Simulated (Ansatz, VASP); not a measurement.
One calculation of Ge, two programs

File INCAR:

```
PREC = Accurate
ENCUT = 520
EDIFF = 1E-7
ISMEAR = -1
SIGMA = 0.1
LREAL = False
LASPH = True
NELM = 80
ALGO = Normal
ISIF = 2
LWAVE = False
LCHARG = False
GGA = PS
NBANDS = 36
```

KPOINTS

```
Automatic mesh
0
Gamma
  16 16 5
```

POSCAR

```
Ge
1.0
    2.8632673506      0.0000000000      0.0000000000
   -1.4316336753      2.4796622634      0.0000000000
    0.0000000000      0.0000000000      9.1548473821
Ge
4
Direct
    0.0000000000      0.0000000000      1.0000000000
    0.0000000000      0.0000000000      0.5000000000
    0.3333333333      0.6666666667      0.2500000000
    0.6666666667      0.3333333333      0.7500000000
```

Input for Ansatz:

```yaml
crystal:
  lattice:
    - [2.8632673506, 0.0, 0.0]
    - [-1.4316336753, 2.4796622634, 0.0]
    - [0.0, 0.0, 9.1548473821]
  atoms:
    - { symbol: Ge, position: [0.0, 0.0, 1.0] }
    - { symbol: Ge, position: [0.0, 0.0, 0.5] }
    - { symbol: Ge, position: [0.3333333333, 0.6666666667, 0.25] }
    - { symbol: Ge, position: [0.6666666667, 0.3333333333, 0.75] }
hamiltonian:
  xc: pbesol
  pseudopotentials:
    kind: paw
    azcp:
      Ge: "pseudopotentials/Ge.paw.azcp"
basis:
  ecutwfc: 420
  fft_grid_basis: typed
kpoints:
  mp_grid: { grid: [16, 16, 5], shift: [0, 0, 0] }
magnetization:
  spin_polarized: false
scf:
  occupations: { method: fermi_dirac, width: 0.1 }
output:
  stress: true
```

Alike in both runs: task single point; functional PBEsol; k mesh 16 × 16 × 5; occupations fermi-dirac, width 0.1 eV; no spin polarisation.

|  | VASP | Ansatz |
| --- | --- | --- |
| version | VASP 6.6.1 | Ansatz 0.2.0 |
| potentials or method | VASP PAW PBE potentials, release 64 (Ge_d), cutoff 520 eV | plane waves (420 eV) with PAW, scalar-relativistic |
| valence electrons in the cell | 56 | 56 |

Ansatz gave:

```
pressure (GPa)                                                : 12.5
traceless stress, the component that is largest in VASP (GPa) : 1.11
```

Q: What did VASP give for the same quantities?

A: Pressure (GPa): 12.6; traceless stress, the component that is largest in VASP (GPa): 1.11.

VASP's potentials were made for PBE, not for PBEsol, and Ansatz warns of the same on its side.
